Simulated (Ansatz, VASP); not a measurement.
## One calculation of Zn, two programs

```
Zn
1.0
     2.63332    0.00000    0.00000
    -1.31666    2.28052    0.00000
     0.00000    0.00000    5.10824
Zn
2
Direct
  0.33333 0.66667 0.25000
  0.66667 0.33333 0.75000
```

Alike in both runs: functional PBE; k mesh 18 × 18 × 8; occupations gaussian, width 0.1 eV; no spin polarisation.

Ansatz relaxed the structure, and its values are those at the end. VASP's run is a single point on that final structure, the one shown.

|  | VASP | Ansatz |
| --- | --- | --- |
| version | VASP 6.6.1 | Ansatz 0.2.0 |
| potentials or method | VASP PAW PBE potentials, release 64 (Zn), cutoff 520 eV | scalar-relativistic, plane waves, PAW |
| valence electrons in the cell | 24 | 24 |

|  | VASP | Ansatz | Ansatz less VASP |
| --- | --- | --- | --- |
| gap on the k mesh at the Fermi level (eV) | none | none | - |
| pressure (GPa) | 0.3 | 0.0 | -0.35 |

A gap of «none» marks a metal or a gap that the smearing closes. With one functional, cell and mesh, what is left measures potentials, basis and numerics.
